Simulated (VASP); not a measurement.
# Ta3W (Fm-3m) in VASP: notebook

Runs on Ta3W. Level: LDA. Tasks: single point.

All numbers are computed with VASP 6.6.1; they aren't measurements. Logs are shortened: lines on timing, memory, paths and dates and some standing lists are left out, and cuts for length are marked.

## Step 1: The cell of the first run

It takes space group Fm-3m (No. 225, cubic). The conventional cell has a = 6.534 Å, b = 6.534 Å, c = 6.534 Å, α = 90.00°, β = 90.00°, γ = 90.00°. Ta (site symmetry -43m) has 10 Ta at 2.83 to 3.27 Å and 4 W at 2.83 Å within 3.7 Å. Ta (site symmetry m-3m) has 8 Ta at 2.83 Å and 6 W at 3.27 Å within 3.7 Å. W (site symmetry m-3m) has 14 Ta at 2.83 to 3.27 Å within 3.7 Å.

## Step 2: Single point, LDA

Contents of INCAR:

```
SYSTEM = Ta3W
PREC = Accurate
ENCUT = 500
EDIFF = 1E-6
ISMEAR = 0
SIGMA = 0.2
LREAL = .False.
LASPH = .True.
NELM = 120
ALGO = Normal
ISIF = 2
LWAVE = .False.
LCHARG = .False.
GGA = CA
NBANDS = 57
GGA_COMPAT = .False.
```

Contents of KPOINTS:

```
regular mesh
0
Gamma
  4 2 4
  0 0 0
```

Contents of POSCAR:

```
Ta3W
1.0
    0.0000000000      3.2671732000      3.2671732000
    6.5343464000      0.0000000000      6.5343464000
    3.2671732000      3.2671732000      0.0000000000
Ta W
6 2
Direct
    0.2500000000      0.1250000000      0.2500000000
    0.7500000000      0.3750000000      0.7500000000
    0.5000000000      0.2500000000      0.5000000000
    0.2500000000      0.6250000000      0.2500000000
    0.7500000000      0.8750000000      0.7500000000
    0.5000000000      0.7500000000      0.5000000000
    0.0000000000      0.0000000000      0.0000000000
    0.0000000000      0.5000000000      0.0000000000
```

Potentials or basis: VASP PAW LDA potentials, release 64 (Ta_pv, W_sv).

Run with:

```
cat potpaw_LDA.64/Ta_pv/POTCAR potpaw_LDA.64/W_sv/POTCAR > POTCAR
mpirun -np 1 vasp_std > vasp.out
```

OUTCAR:

```text
SYSTEM = Ta3W
   PREC = Accurate
   ENCUT = 500
   EDIFF = 1E-6
   ISMEAR = 0
   LREAL = .False.
   LASPH = .True.
   NELM = 120
   ISIF = 2
   GGA = CA

 ion  position               nearest neighbor table
   1  0.250  0.125  0.250-   7 2.83   7 2.83   3 2.83   6 2.83   7 2.83   8 2.83   3 2.83   3 2.83
                             5 3.27   5 3.27   2 3.27   2 3.27   5 3.27   2 3.27
   2  0.750  0.375  0.750-   3 2.83   3 2.83   3 2.83   6 2.83   7 2.83   8 2.83   8 2.83   8 2.83
                             4 3.27   1 3.27   1 3.27   4 3.27   1 3.27   4 3.27
   3  0.500  0.250  0.500-   1 2.83   1 2.83   1 2.83   2 2.83   4 2.83   5 2.83   2 2.83   2 2.83
                             7 3.27   8 3.27   7 3.27   7 3.27   8 3.27   8 3.27
   4  0.250  0.625  0.250-   8 2.83   8 2.83   3 2.83   6 2.83   7 2.83   8 2.83   6 2.83   6 2.83
                             5 3.27   2 3.27   2 3.27   5 3.27   2 3.27   5 3.27
   5  0.750  0.875  0.750-   6 2.83   6 2.83   3 2.83   6 2.83   7 2.83   8 2.83   7 2.83   7 2.83
                             4 3.27   4 3.27   1 3.27   4 3.27   1 3.27   1 3.27
   6  0.500  0.750  0.500-   4 2.83   4 2.83   1 2.83   2 2.83   4 2.83   5 2.83   5 2.83   5 2.83
                             7 3.27   8 3.27   8 3.27   7 3.27   8 3.27   7 3.27
   7  0.000  0.000  0.000-   5 2.83   5 2.83   1 2.83   2 2.83   4 2.83   5 2.83   1 2.83   1 2.83
                             3 3.27   6 3.27   6 3.27   3 3.27   6 3.27   3 3.27
   8  0.000  0.500  0.000-   2 2.83   2 2.83   1 2.83   2 2.83   4 2.83   5 2.83   4 2.83   4 2.83
                             3 3.27   6 3.27   3 3.27   3 3.27   6 3.27   6 3.27

  LATTYP: Found a trigonal (rhomboedric) cell.
 ALAT       =     8.0029072413
 COS(alpha) =     0.8333333333

  Lattice vectors:

 A1 = (   3.2671732000,  -6.5343464000,   3.2671732000)
 A2 = (   6.5343464000,  -3.2671732000,   3.2671732000)
 A3 = (   3.2671732000,  -3.2671732000,   6.5343464000)

Analysis of symmetry for initial positions (statically):
=====================================================================
 Subroutine PRICEL returns following result:

  LATTYP: Found a face centered cubic cell.
 ALAT       =     6.5343464000

  Lattice vectors:

 A1 = (   0.0000000000,   3.2671732000,   3.2671732000)
 A2 = (   3.2671732000,   0.0000000000,   3.2671732000)
 A3 = (   3.2671732000,   3.2671732000,   0.0000000000)

   2 primitive cells build up your supercell.

 Routine SETGRP: Setting up the symmetry group for a
 trigonal (rhombohedral) supercell.

 Subroutine GETGRP returns: Found 12 space group operations
 (whereof 12 operations were pure point group operations)
 out of a pool of 12 trial point group operations.

The static configuration has the point symmetry D_3d.

Analysis of symmetry for dynamics (positions and initial velocities):
=====================================================================
 Subroutine PRICEL returns following result:

  LATTYP: Found a face centered cubic cell.
 ALAT       =     6.5343464000

  Lattice vectors:

 A1 = (   0.0000000000,   3.2671732000,   3.2671732000)
 A2 = (   3.2671732000,   0.0000000000,   3.2671732000)
 A3 = (   3.2671732000,   3.2671732000,   0.0000000000)

   2 primitive cells build up your supercell.

 Routine SETGRP: Setting up the symmetry group for a
 trigonal (rhombohedral) supercell.

 Subroutine GETGRP returns: Found 12 space group operations
 (whereof 12 operations were pure point group operations)
 out of a pool of 12 trial point group operations.

The dynamic configuration has the point symmetry D_3d.

 Subroutine INISYM returns: Found 12 space group operations
 (whereof 12 operations are pure point group operations),
 and found     2 'primitive' translations

----------------------------------------------------------------------------------------

                                     Primitive cell

  volume of cell :      69.7504

  direct lattice vectors                    reciprocal lattice vectors
     0.000000000  3.267173200  3.267173200    -0.153037494  0.153037494  0.153037494
     3.267173200  0.000000000  3.267173200     0.153037494 -0.153037494  0.153037494
     3.267173200  3.267173200  0.000000000     0.153037494  0.153037494 -0.153037494

  length of vectors
     4.620480650  4.620480650  4.620480650     0.265068716  0.265068716  0.265068716

  position of ions in fractional coordinates (direct lattice)
     0.250000000  0.250000000  0.250000000
     0.750000000  0.750000000  0.750000000
     0.500000000  0.500000000  0.500000000
     0.000000000  0.000000000  0.000000000

  ion indices of the primitive-cell ions
   primitive index   ion index
                 1           1
                 2           2
                 3           3
                 4           7

----------------------------------------------------------------------------------------

 KPOINTS: regular mesh

Automatic generation of k-mesh.
 Grid dimensions read from file:
 generate k-points for:    4    2    4

 Generating k-lattice:

  Cartesian coordinates                     Fractional coordinates (reciprocal lattice)
    -0.038259374  0.038259374  0.038259374     0.250000000  0.000000000  0.000000000
     0.038259374 -0.038259374  0.038259374     0.000000000  0.500000000  0.000000000
     0.038259374  0.038259374 -0.038259374     0.000000000  0.000000000  0.250000000

  Length of vectors
     0.066267179  0.066267179  0.066267179

  Shift w.r.t. Gamma in fractional coordinates (k-lattice)
     0.000000000  0.000000000  0.000000000

 -----------------------------------------------------------------------------
|                                                                             |
|           W    W    AA    RRRRR   N    N  II  N    N   GGGG   !!!           |
|           W    W   A  A   R    R  NN   N  II  NN   N  G    G  !!!           |
|           W    W  A    A  R    R  N N  N  II  N N  N  G       !!!           |
|           W WW W  AAAAAA  RRRRR   N  N N  II  N  N N  G  GGG   !            |
|           WW  WW  A    A  R   R   N   NN  II  N   NN  G    G                |
|           W    W  A    A  R    R  N    N  II  N    N   GGGG   !!!           |
|                                                                             |
|     Your reciprocal lattice and k-lattice belong to different lattice       |
|     classes:                                                                |
|                                                                             |
|        The reciprocal lattice is rhombohedral (trigonal),                   |
|        whereas your k-lattice is body-centered cubic.                       |
|                                                                             |
|     Results are often still useful ...                                      |
|                                                                             |
 -----------------------------------------------------------------------------

 Subroutine IBZKPT returns following result:
 ===========================================

 Found      8 irreducible k-points:

 Following reciprocal coordinates:
            Coordinates               Weight
  0.000000  0.000000  0.000000      1.000000
  0.250000  0.000000  0.000000      6.000000
  0.500000  0.000000  0.000000      3.000000
  0.000000  0.500000  0.000000      1.000000
  0.250000  0.500000  0.000000      6.000000
  0.500000  0.500000  0.000000      3.000000
  0.500000  0.000000  0.250000      6.000000
 -0.250000  0.000000  0.250000      6.000000
   k-points           NKPTS =      8   k-points in BZ     NKDIM =      8   number of bands    NBANDS=     57
   number of dos      NEDOS =    301   number of ions     NIONS =      8
   total plane-waves  NPLWV =  90720
   dimension x,y,z NGX =    36 NGY =   70 NGZ =   36
   dimension x,y,z NGXF=    72 NGYF=  140 NGZF=   72
   ions per type =               6   2
   NGX,Y,Z   is equivalent  to a cutoff of  12.95, 12.59, 12.95 a.u.
   NGXF,Y,Z  is equivalent  to a cutoff of  25.91, 25.19, 25.91 a.u.
 SYSTEM =  Ta3W
   PREC   = accura    normal or accurate (medium, high low for compatibility)
   ISTART =      0    job   : 0-new  1-cont  2-samecut
   ICHARG =      2    charge: 1-file 2-atom 10-const
   ISPIN  =      1    spin polarized calculation?
   LNONCOLLINEAR =      F non collinear calculations
   LSORBIT =      F    spin-orbit coupling
   LASPH  =      T    aspherical Exc in radial PAW
   ENCUT  =  500.0 eV  36.75 Ry    6.06 a.u.   8.42 16.85  8.42*2*pi/ulx,y,z
   NELM   =    120;   NELMIN=  2; NELMDL= -5     # of ELM steps
   EDIFF  = 0.1E-05   stopping-criterion for ELM
   LREAL  =      F    real-space projection
   EDIFFG = 0.1E-04   stopping-criterion for IOM
   NSW    =      0    number of steps for IOM
   IBRION =     -1    ionic relax: 0-MD 1-quasi-New 2-CG
   NFREE  =      0    steps in history (QN), initial steepest desc. (CG)
   ISIF   =      2    stress and relaxation
   ISYM   =      2    0-nonsym 1-usesym 2-fastsym
   POTIM  = 0.5000    time-step for ionic-motion
   TEBEG  =    0.0;   TEEND  =   0.0 temperature during run
   PSTRESS=    0.0 pullay stress
   NELECT =      94.0000    total number of electrons
   NUPDOWN=      -1.0000    fix difference up-down
   EMIN   =  10.00;   EMAX   =-10.00  energy-range for DOS
   EFERMI =   0.00;   METHOD = LEGACY
   ISMEAR =     0;   SIGMA  =   0.20  broadening in eV -4-tet -1-fermi 0-gaus
   EFERMI_NEDOS =   21; number of points for ismear=-14 and -15
   IALGO  =     38    algorithm
   IMIX   =      4    mixing-type and parameters
     AMIX     =   0.40;   BMIX     =  1.00
     AMIX_MAG =   1.60;   BMIX_MAG =  1.00
  volume/ion in A,a.u.               =      17.44       117.67
  Fermi-wavevector in a.u.,A,eV,Ry     =   1.435243  2.712215 28.026928  2.059921
  Thomas-Fermi vector in A             =   2.554563
   LORBIT       =      0    0 simple, 1 ext, 2 COOP (PROOUT), +10 PAW based schemes
   GGA     = CA    functional components
   LHFCALC =     F    Hartree Fock is set to
   AEXX    =    0.0000 exact exchange contribution
   IVDW    =     0    specifies the selected vdW correction
   LEPSILON=     F    determine dielectric tensor
   LRPA    =     F    only Hartree local field effects (RPA)
 non-spin polarized calculation
 Gauss-broadening in eV      SIGMA  =   0.20
  energy-cutoff  :      500.00
  volume of cell :      139.50
 maximum number of plane-waves:      3579
 NGX is ok and might be reduce to    36

 number of electron      94.0000001 magnetization

 Free energy of the ion-electron system (eV)
  ---------------------------------------------------
  ext. energy  EPLUGINS =         0.00000000
  ---------------------------------------------------
  free energy    TOTEN  =      -105.34382962 eV

  energy without entropy =     -105.09476448  energy(sigma->0) =     -105.21929705

 E-fermi :   6.5834     XC(G=0): -13.0480

 val. band max:        6.5122023331   @ k =   0.2500   0.0000   0.0000
 cond. band min:       6.6780347761   @ k =   0.2500   0.5000   0.0000
 fundamental gap:      0.1658324429
 Fermi energy:         6.5833997674

 k-point     1 :       0.0000    0.0000    0.0000
  band No.  band energies     occupation
      1     -66.2631      2.00000
      2     -66.2630      2.00000
      3     -30.7609      2.00000
      4     -30.7609      2.00000
      5     -30.7531      2.00000
      6     -30.7531      2.00000
[... 49 lines left out ...]
     56      10.5797      0.00000
     57      10.6911      0.00000

 k-point     2 :       0.2500    0.0000    0.0000
  band No.  band energies     occupation
      1     -66.2631      2.00000
      2     -66.2631      2.00000
      3     -30.7678      2.00000
      4     -30.7646      2.00000
      5     -30.7570      2.00000
      6     -30.7570      2.00000
[... 49 lines left out ...]
     56       9.8050      0.00000
     57      10.1397      0.00000
[... 298 lines left out ...]
     56       9.2555      0.00000
     57      10.1218      0.00000

 k-point     8 :      -0.2500    0.0000    0.2500
  band No.  band energies     occupation
      1     -66.2631      2.00000
      2     -66.2631      2.00000
      3     -30.7713      2.00000
      4     -30.7611      2.00000
      5     -30.7602      2.00000
      6     -30.7573      2.00000
[... 49 lines left out ...]
     56       9.5994      0.00000
     57       9.6317      0.00000

------------------------ aborting loop because EDIFF is reached ----------------------------------------

  FORCE on cell =-STRESS in cart. coord.  units (eV):
  Direction    XX          YY          ZZ          XY          YZ          ZX
  --------------------------------------------------------------------------------------
  -------------------------------------------------------------------------------------
  Total       -7.2081693     -7.2081693     -7.2081693      0.0001673      0.0001673     -0.0001673
  in kB      -82.7864184    -82.7864184    -82.7864184      0.0019209      0.0019209     -0.0019209
  external PRESSURE =     -82.7864184 kB  Pullay stress =       0.0000000 kB

 VOLUME and BASIS-vectors are now :
 -----------------------------------------------------------------------------
  energy-cutoff  :      500.00
  volume of cell :      139.50
      direct lattice vectors                 reciprocal lattice vectors
     0.000000000  3.267173200  3.267173200    -0.153037494  0.153037494  0.153037494
     6.534346400  0.000000000  6.534346400     0.076518747 -0.076518747  0.076518747
     3.267173200  3.267173200  0.000000000     0.153037494  0.153037494 -0.153037494

 POSITION                                       TOTAL-FORCE (eV/Angst)
 -----------------------------------------------------------------------------------
      1.63359      1.63359      1.63359         0.000001     -0.000001      0.000001
      4.90076      4.90076      4.90076        -0.000001      0.000001     -0.000001
      3.26717      3.26717      3.26717         0.000000      0.000000     -0.000000
      4.90076      1.63359      4.90076         0.000001     -0.000001      0.000001
      8.16793      4.90076      8.16793        -0.000001      0.000001     -0.000001
      6.53435      3.26717      6.53435         0.000000      0.000000     -0.000000
      0.00000      0.00000      0.00000         0.000000      0.000000     -0.000000
      3.26717      0.00000      3.26717         0.000000      0.000000     -0.000000
 -----------------------------------------------------------------------------------
    total drift:                               -0.000000      0.000000      0.000000

  FREE ENERGIE OF THE ION-ELECTRON SYSTEM (eV)
  ---------------------------------------------------
  free  energy   TOTEN  =      -105.3438296229 eV

  energy  without entropy=     -105.0947644750  energy(sigma->0) =     -105.21929705
```

Run time: 60 s. Hardware: 1 thread of Intel Xeon Platinum 8488C (Sapphire Rapids), shared host; peak memory 0.25 GiB.

What came out:

```yaml
Free_energy: -105.3438 eV
Pressure: -8.3 GPa
Band_gap_on_the_k_mesh: zero (bands 47 and 48 overlap by 1.30 eV)
```

Caveat: the k points lie up to 0.42 Å⁻¹ apart, too coarse for converged energies and pressures of a metal; spin-orbit coupling is left out, which moves the levels of the heavy elements.

## Step 3: Single point, LDA

This run uses another cell than the first one: it holds 16 atoms, not 8.

Contents of INCAR:

```
PREC = Accurate
ENCUT = 500
EDIFF = 1E-6
ISMEAR = 0
SIGMA = 0.2
LREAL = False
LASPH = True
NELM = 120
ALGO = Normal
ISIF = 2
LWAVE = False
LCHARG = False
GGA = CA
NBANDS = 108
GGA_COMPAT = False
```

Contents of KPOINTS:

```
regular mesh
0
Gamma
  2 2 4
```

Contents of POSCAR:

```
Ta3W
1.0
    0.0000000000      6.5343464000      6.5343464000
    6.5343464000      0.0000000000      6.5343464000
    3.2671732000      3.2671732000      0.0000000000
Ta W
12 4
Direct
    0.1250000000      0.1250000000      0.2500000000
    0.3750000000      0.3750000000      0.7500000000
    0.2500000000      0.2500000000      0.5000000000
    0.1250000000      0.6250000000      0.2500000000
    0.3750000000      0.8750000000      0.7500000000
    0.2500000000      0.7500000000      0.5000000000
    0.6250000000      0.1250000000      0.2500000000
    0.8750000000      0.3750000000      0.7500000000
    0.7500000000      0.2500000000      0.5000000000
    0.6250000000      0.6250000000      0.2500000000
    0.8750000000      0.8750000000      0.7500000000
    0.7500000000      0.7500000000      0.5000000000
    0.0000000000      0.0000000000      0.0000000000
    0.0000000000      0.5000000000      0.0000000000
    0.5000000000      0.0000000000      0.0000000000
    0.5000000000      0.5000000000      0.0000000000
```

Potentials or basis: VASP PAW LDA potentials, release 64 (Ta_pv, W_sv).

Run with:

```
cat potpaw_LDA.64/Ta_pv/POTCAR potpaw_LDA.64/W_sv/POTCAR > POTCAR
mpirun -np 1 vasp_std > vasp.out
```

Run time: 4.8 min. Hardware: 1 thread of Intel Xeon Platinum 8488C (Sapphire Rapids), shared host; peak memory 0.42 GiB.

It converged, with:

| Property | Result |
| --- | --- |
| Free energy | -210.6886 eV |
| Pressure | -8.3 GPa |
| Band gap on the k mesh | zero (bands 94 and 95 overlap by 1.30 eV) |

Levels at points of the mesh, in eV from the Fermi level:
| k point | band 90 | band 91 | band 92 | band 93 | band 94 | band 95 | band 96 | band 97 | band 98 | band 99 |
| --- | --- | --- | --- | --- | --- | --- | --- | --- | --- | --- |
| (0.00, 0.00, 0.00) | -1.15 | -1.15 | -1.15 | -1.06 | 0.39 | 0.39 | 0.39 | 0.78 | 0.78 | 1.17 |
| (0.50, 0.00, 0.00) | -0.15 | -0.15 | -0.15 | -0.14 | -0.14 | -0.07 | -0.07 | 0.14 | 0.14 | 1.51 |
| (0.50, 0.50, 0.00) | 0.09 | 0.09 | 0.09 | 0.44 | 0.44 | 0.44 | 0.44 | 0.81 | 0.81 | 1.00 |
| (0.00, 0.00, 0.50) | -1.15 | -1.06 | -1.06 | 0.78 | 0.78 | 0.78 | 0.78 | 1.17 | 1.17 | 1.17 |
| (0.50, 0.00, 0.50) | -0.14 | -0.14 | -0.14 | -0.07 | -0.07 | -0.07 | -0.07 | 0.14 | 0.14 | 0.14 |
| (0.50, 0.50, 0.50) | -0.70 | -0.61 | -0.61 | -0.52 | -0.52 | -0.52 | -0.52 | -0.32 | -0.32 | 0.81 |

Caveat: the k points lie up to 0.42 Å⁻¹ apart, too coarse for converged energies and pressures of a metal; spin-orbit coupling is left out, which moves the levels of the heavy elements.

The gap in the log of VASP goes by the Fermi energy; the results here count the filled bands.